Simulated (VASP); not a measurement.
## C: single point with r2SCAN

Crystal: C.

```xyz
12
Lattice="2.5124 0.0000 0.0000 -1.2562 2.1758 0.0000 0.0000 0.0000 12.3918" Properties=species:S:1:pos:R:3 pbc="T T T"
C     0.0000    0.0000    2.3151
C     0.0000    0.0000    8.5110
C     0.0000    0.0000    3.8807
C     0.0000    0.0000   10.0766
C     0.0000    1.4505    6.4532
C     1.2562    0.7253    0.2573
C     0.0000    1.4505   12.1345
C     1.2562    0.7253    5.9386
C     0.0000    1.4505    7.9934
C     1.2562    0.7253    1.7975
C     0.0000    1.4505   10.5943
C     1.2562    0.7253    4.3984
```

```json
{
 "Program": "VASP 6.6.1",
 "Task": "single point",
 "Functional": "r2SCAN",
 "Potentials or basis": "VASP PAW PBE potentials, release 64 (C)",
 "Cutoff": "520 eV",
 "k mesh": "12 × 12 × 2",
 "Occupations": "gaussian, width 0.02 eV",
 "Spin": "no spin polarisation"
}
```

| Item | Value |
| --- | --- |
| Pressure | 1.1 GPa |
| Largest force | 0.009 eV/Å |
| Band gap on the k mesh | 4.66 eV, indirect (least direct gap 5.63 eV) |

Forces on the atoms (eV/Å):
```
C    0.000  0.000  0.009
C    0.000  0.000  0.009
C    0.000  0.000 -0.009
C    0.000  0.000 -0.009
C    0.000  0.000 -0.002
C    0.000  0.000 -0.002
C    0.000  0.000  0.002
C    0.000  0.000  0.002
C    0.000  0.000  0.000
C    0.000  0.000  0.000
C    0.000  0.000  0.000
C    0.000  0.000  0.000
```

Levels at points of the mesh, in eV from the valence-band top:
| k point | band 20 | band 21 | band 22 | band 23 | band 24 | band 25 | band 26 | band 27 | band 28 | band 29 |
| --- | --- | --- | --- | --- | --- | --- | --- | --- | --- | --- |
| (0.00, 0.00, 0.00) | -1.05 | -1.05 | -0.16 | 0.00 | 0.00 | 5.63 | 5.63 | 5.76 | 6.80 | 6.80 |
| (0.50, 0.00, 0.00) | -4.68 | -4.34 | -4.29 | -3.84 | -3.11 | 4.86 | 5.50 | 5.56 | 5.89 | 7.03 |
| (0.00, 0.00, 0.50) | -1.47 | -0.34 | -0.34 | -0.34 | -0.34 | 6.05 | 6.05 | 6.05 | 6.05 | 6.53 |
| (0.50, 0.00, 0.50) | -5.26 | -4.02 | -4.02 | -3.47 | -3.47 | 5.04 | 5.04 | 6.13 | 6.13 | 6.35 |

Run time: 8.1 min on 1 thread of Intel(R) Xeon(R) Platinum 8259CL CPU @ 2.50GHz (Skylake/Cascade Lake), with other jobs on the host, peak memory 0.22 GiB.

Caveat: the PAW data sets were made with another functional, which shifts forces and pressure a little. A k mesh can miss the band edges.
